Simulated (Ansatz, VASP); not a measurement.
## H2C3F4: VASP beside Ansatz

```
C H F
1.0
     9.42489    0.00000    0.00000
     0.00000    9.42489    0.00000
     0.00000    0.00000    9.42489
C H F
12 8 16
Direct
  0.27890 0.22488 0.61452
  0.16009 0.22172 0.66256
  0.67789 0.12108 0.05107
  0.56888 0.11662 0.98288
  0.73833 0.57429 0.77361
  0.66415 0.56822 0.66916
  0.89204 0.24900 0.35943
  0.94619 0.13388 0.37474
  0.19650 0.67725 0.71164
  0.61731 0.62825 0.19916
  0.61003 0.97669 0.52524
  0.22507 0.35953 0.11797
  0.05366 0.21982 0.70308
  0.38362 0.22864 0.57026
  0.47227 0.11319 0.92179
  0.77320 0.12518 0.11434
  0.59729 0.56420 0.57713
  0.80438 0.57986 0.86622
  0.99485 0.03217 0.38983
  0.84516 0.35182 0.34633
  0.30106 0.58237 0.70026
  0.12887 0.68852 0.58749
  0.10445 0.63506 0.81179
  0.25039 0.80365 0.74778
  0.75330 0.62481 0.24164
  0.53312 0.63727 0.31367
  0.59662 0.74047 0.11620
  0.58764 0.50943 0.12832
  0.66597 0.05237 0.63046
  0.70706 0.88587 0.47428
  0.49798 0.90343 0.57365
  0.56742 0.06375 0.42121
  0.13273 0.46409 0.14562
  0.31012 0.34151 0.22980
  0.15405 0.23925 0.09185
  0.30260 0.39401 0.00400
```

Alike in both runs: functional PBE; k mesh 1 × 1 × 1; occupations fermi-dirac, width 0.02 eV; no spin polarisation.

Ansatz relaxed the structure, and its values are those at the end. VASP's run is a single point on that final structure, the one shown.

|  | VASP | Ansatz |
| --- | --- | --- |
| version | VASP 6.6.1 | Ansatz 0.2.0 |
| potentials or method | VASP PAW PBE potentials, release 64 (C, H, F), cutoff 520 eV | scalar-relativistic, plane waves, PAW |
| valence electrons in the cell | 168 | 168 |

Ansatz gave:

```
gap on the k mesh at the Fermi level (eV) : 5.64
rms of the force components (eV/Å)        : 0.076
```

Problem. What did VASP give for the same quantities?

Solution. gap on the k mesh at the Fermi level (eV): 5.63; rms of the force components (eV/Å): 0.150.

One of these differences is far larger than is usual between the two programs; its cause wasn't traced. Ansatz's warnings: xc potential rough in thin density.

Noted on VASP's run: the standard files for N, O and F lose accuracy on very short bonds.
